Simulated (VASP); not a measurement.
Sn, 2 atoms in the cell. The structure is cubic, space group Fd-3m (No. 227). The conventional cell has a = 6.316 Å, b = 6.316 Å, c = 6.316 Å, α = 90.00°, β = 90.00°, γ = 90.00°. Within 3.6 Å of Sn (site symmetry -43m) lie 4 Sn at 2.73 Å. 

| Item | Value |
| --- | --- |
| Program | VASP 6.6.1 |
| Task | single point |
| Functional | LDA |
| Potentials or basis | VASP PAW LDA potentials, release 64 (Sn_d) |
| Cutoff | 520 eV |
| k mesh | 14 × 14 × 14 |
| Occupations | fermi-dirac, width 0.1 eV |
| Spin | no spin polarisation |
| Dipole correction | no |
| Further INCAR settings | ALGO = Normal; EDIFF = 1e-06; NBANDS = 21 |

Potentials or basis: VASP PAW LDA potentials, release 64 (Sn_d).

Command:

```sh
$ cat potpaw_LDA.64/Sn_d/POTCAR > POTCAR
$ mpirun -np 1 vasp_std > vasp.out
```

Hardware: 1 thread of Intel(R) Xeon(R) Platinum 8259CL CPU @ 2.50GHz (Skylake/Cascade Lake) (shared host).

Task: Estimate the wall time of this run.

Result: Wall time 89 s on 1 thread of Intel(R) Xeon(R) Platinum 8259CL CPU @ 2.50GHz (Skylake/Cascade Lake), with other jobs on the host, peak memory 0.24 GiB. Counts: scf iterations 11, k points 104.
